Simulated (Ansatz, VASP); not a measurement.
**One calculation of V, two programs**

INCAR

```
SYSTEM = V
PREC     = Accurate       ! precision mode
ENCUT    = 600            ! plane-wave cutoff, eV
EDIFF    = 1E-6           ! SCF threshold, eV
ISMEAR   = -1             ! smearing method
SIGMA    = 0.15           ! smearing width, eV
LREAL    = .FALSE.        ! projectors in reciprocal space
LASPH    = .TRUE.         ! aspherical terms in the spheres
NELM     = 100            ! most SCF steps
ALGO     = Normal         ! electronic algorithm
ISIF     = 3              ! what is computed and relaxed
LWAVE    = .FALSE.        ! write WAVECAR
LCHARG   = .FALSE.        ! write CHGCAR
GGA      = CA             ! functional
IBRION   = 2              ! ionic algorithm
NSW      = 80             ! ionic steps
EDIFFG   = -0.001         ! ionic threshold
```

The input KPOINTS:

```
regular mesh
0
G
  20 20 20
  0 0 0
```

File POSCAR:

```
V
1.0
   -1.4633701712      1.4633701712      1.4633701712
    1.4633701712     -1.4633701712      1.4633701712
    1.4633701712      1.4633701712     -1.4633701712
V
1
Direct
    0.0000000000      0.0000000000      0.0000000000
```

Input for Ansatz:

```yaml
crystal:
  lattice:
    - [-1.4633701712, 1.4633701712, 1.4633701712]
    - [1.4633701712, -1.4633701712, 1.4633701712]
    - [1.4633701712, 1.4633701712, -1.4633701712]
  atoms:
    - { symbol: V, position: [0.0, 0.0, 0.0] }
basis:
  ecutwfc: 420
kpoints:
  mp_grid: { grid: [20, 20, 20] }
hamiltonian:
  xc: lda
  pseudopotentials: { kind: paw, azcp: { folder: soft_1 } }
scf:
  occupations: { method: fermi_dirac, width: 0.15 }
output:
  forces: true
  stress: true
  eigenvalues: true
  write_density: true
  write_potential: true
  elf: true
  volumetric_format: npy
relax:
  adjacent_minimum: "off"
  f_tol: 0.001
  max_steps: 60
  cell: { stress_tol: 0.01 }
```

Alike in both runs: task relaxation of cell and atoms; functional LDA; k mesh 20 × 20 × 20; occupations fermi-dirac, width 0.15 eV; no spin polarisation.

|  | VASP | Ansatz |
| --- | --- | --- |
| version | VASP 6.6.1 | Ansatz 0.2.0 |
| potentials or method | VASP PAW LDA potentials, release 64 (V_sv), cutoff 600 eV | scalar-relativistic, plane waves, PAW |
| valence electrons in the cell | 13 | 13 |

Ansatz gave:

| Item | Value |
| --- | --- |
| gap on the k mesh at the Fermi level, each at its own relaxed structure (eV) | none |
| relaxed volume (Å³/atom) | 12.58 |
| relaxed cell length with the largest relative difference (Å) | 2.537 |

Task: What did VASP give for the same quantities?

Result: gap on the k mesh at the Fermi level, each at its own relaxed structure (eV): none; relaxed volume (Å³/atom): 12.60; relaxed cell length with the largest relative difference (Å): 2.539.

Ansatz warns that its potentials were made for another functional, while VASP's fit it. LDA's correlation is that of Perdew and Zunger in VASP and of Perdew and Wang (1992) in Ansatz. A gap of «none» marks a metal or a gap that the smearing closes.
